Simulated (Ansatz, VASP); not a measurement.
**Two plane-wave programs on Si16B**

```xyz
17
Lattice="0.0000 5.4300 5.4300 5.4300 0.0000 5.4300 5.4300 5.4300 0.0000" Properties=species:S:1:pos:R:3 pbc="T T T"
Si   -0.0046   -0.0352    0.0247
Si    1.3880    1.3674    1.3157
Si    2.7317    2.7296   -0.0043
Si    4.0674    4.0690    1.3718
Si    2.6743   -0.0398    2.7300
Si    4.0954    1.3809    4.0467
Si    5.4520    2.7367    2.6974
Si    6.7757    4.0595    4.0936
Si   -0.0264    2.6887    2.7380
Si    1.3832    4.0994    4.0679
Si    2.7235    5.4375    2.7132
Si    4.0524    6.7669    4.0971
Si    2.6783    2.7104    5.4553
Si    4.0838    4.1044    6.7455
Si    5.4463    5.4466    5.4248
Si    6.7844    6.7814    6.8027
B     2.0751    4.7829    6.1516
```

Alike in both runs: functional PBE; k mesh 2 × 2 × 2; occupations fermi-dirac, width 0.02 eV; collinear spin.

Ansatz relaxed the structure, and its values are those at the end. VASP's run is a single point on that final structure, the one shown.

|  | VASP | Ansatz |
| --- | --- | --- |
| version | VASP 6.6.1 | Ansatz 0.2.0 |
| potentials or method | VASP PAW PBE potentials, release 64 (Si, B), cutoff 520 eV | scalar-relativistic, plane waves, PAW |
| valence electrons in the cell | 67 | 67 |

|  | VASP | Ansatz | Ansatz less VASP |
| --- | --- | --- | --- |
| rms of the force components (eV/Å) | 0.019 | 0.018 | -0.0007 |
| net moment per atom (μB) | 0.04 | 0.04 | 0.000 |
| size of the moment on the site where the two differ most (μB) | 0.09 | 0.09 | +0.005 |

Site moments also hang on the region over which each program counts them.

The k mesh is coarse, so the values compare programs but aren't converged.
